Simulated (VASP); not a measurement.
The system is Se.

```
Se
1.0
     3.95346    0.00000    0.00000
    -1.97673    3.42380    0.00000
     0.00000    0.00000    5.12053
Se
3
Direct
  0.25435 0.00000 0.33333
  0.00000 0.25435 0.66667
  0.74565 0.74565 0.00000
```

Base run:

| Quantity | Value |
| --- | --- |
| Program | VASP 6.6.1 |
| Functional | LDA |
| Potentials or basis | VASP PAW LDA potentials, release 64 (Se) |
| Cutoff | 520 eV |
| k mesh | 9 × 9 × 6 |
| Occupations | gaussian, width 0.6 eV |
| Spin | no spin polarisation |

Its results: band gap on the k mesh 0.29 eV, direct; pressure 0.3 GPa; largest force 0.090 eV/Å.

Task: The run is repeated on the same cell with these changes: occupations from gaussian, width 0.6 eV to fermi-dirac, width 1 eV. What comes out?

Result: Band gap on the k mesh 0.37 eV, direct; pressure 6.9 GPa; largest force 1.042 eV/Å.

Caveats: forces of over 1 eV/Å act on the atoms, so gaps and moduli don't describe the material at rest (some runs).

A k mesh can miss the band edges.
